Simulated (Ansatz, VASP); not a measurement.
## SnO2 in VASP and in Ansatz

INCAR

```
ALGO = Normal
EDIFF = 1E-7
ENCUT = 520
GGA = PE
ISIF = 2
ISMEAR = 0
IVDW = 12
LASPH = True
LCHARG = False
LREAL = False
LWAVE = False
NBANDS = 20
NELM = 100
PREC = Accurate
SIGMA = 0.05
```

The input KPOINTS:

```
k-points
0
Gamma
  12 12 12
```

File POSCAR:

```
SnO2
1.0
    1.6170930752      0.9476335591      4.8005925840
   -1.6170930752      0.9476335591      4.8005925840
    0.0000000000     -1.8952671182      4.8005925840
Sn O
1 2
Direct
    0.5000000000      0.5000000000      0.5000000000
    0.2371700000      0.2371700000      0.2371700000
    0.7628300000      0.7628300000      0.7628300000
```

Input for Ansatz:

```yaml
crystal:
  lattice:
    - [1.6170930752, 0.9476335591, 4.800592584]
    - [-1.6170930752, 0.9476335591, 4.800592584]
    - [0.0, -1.8952671182, 4.800592584]
  atoms:
    - { symbol: Sn, position: [0.5, 0.5, 0.5] }
    - { symbol: O, position: [0.23717, 0.23717, 0.23717] }
    - { symbol: O, position: [0.76283, 0.76283, 0.76283] }
basis:
  ecutwfc: 420
kpoints:
  mp_grid: { grid: [12, 12, 12] }
hamiltonian:
  xc: pbe
  dispersion: d3bj
scf:
  occupations: { method: gaussian, width: 0.05 }
output:
  forces: true
  stress: true
  eigenvalues: true
```

Change from the starting cell: strain +0.0150 x Voigt [0, 1, 0, 0, 0, 0], atoms carried along.

Alike in both runs: task single point; functional PBE; dispersion D3(BJ); k mesh 12 × 12 × 12; occupations gaussian, width 0.05 eV; no spin polarisation.

```csv
,VASP,Ansatz
version,VASP 6.6.1,Ansatz 0.2.0
potentials or method,"VASP PAW PBE potentials, release 64 (Sn_d, O), cutoff 520 eV","scalar-relativistic, plane waves, PAW"
valence electrons in the cell,26,26
```

|  | VASP | Ansatz | Ansatz less VASP |
| --- | --- | --- | --- |
| gap on the k mesh at the Fermi level (eV) | 1.76 | 1.79 | +0.023 |
| least direct gap on the mesh (eV) | 1.87 | 1.88 | +0.019 |
| pressure (GPa) | -4.5 | -5.0 | -0.50 |
| traceless stress, the component that is largest in VASP (GPa) | -1.66 | -1.82 | -0.157 |
| rms of the force components (eV/Å) | 0.097 | 0.119 | +0.0221 |

Atom by atom the forces differ by 0.022 eV/Å (rms over components).
